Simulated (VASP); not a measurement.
Set up this calculation in VASP 6.6.1, as the native input.

```yaml
Task: single point
Functional: LDA
Potentials_or_basis: VASP PAW LDA potentials, release 64 (Ta_pv)
Cutoff: 520 eV
k_mesh: 20 × 20 × 20
Occupations: fermi-dirac, width 0.15 eV
Spin: no spin polarisation
Dipole_correction: no
Further_INCAR_settings: ALGO = Normal; EDIFF = 1e-06; NBANDS = 12
```

The structure of Ta lies in POSCAR:

```
Ta
1.0
   -1.6168820253      1.6168820253      1.6168820253
    1.6168820253     -1.6168820253      1.6168820253
    1.6168820253      1.6168820253     -1.6168820253
Ta
1
Direct
    0.0000000000      0.0000000000      0.0000000000
```

This cell differs from its parent crystal: volume scaled by 0.98.

One way to write it, as run:

INCAR

```
ALGO = Normal
EDIFF = 1E-6
ENCUT = 520
GGA = CA
ISIF = 2
ISMEAR = -1
LASPH = True
LCHARG = False
LREAL = False
LWAVE = False
NBANDS = 12
NELM = 60
PREC = Accurate
SIGMA = 0.15
```

KPOINTS

```
k-points
0
Gamma
  20 20 20
```

Potentials or basis: VASP PAW LDA potentials, release 64 (Ta_pv).

The run is started by

```bash
$ cat potpaw_LDA.64/Ta_pv/POTCAR > POTCAR
$ mpirun -np 1 vasp_std > vasp.out
```

It gave:

- Pressure: 5.5 GPa

It took 25 s on 1 thread of Intel Xeon 6975P-C (shared host), peak memory 0.17 GiB.
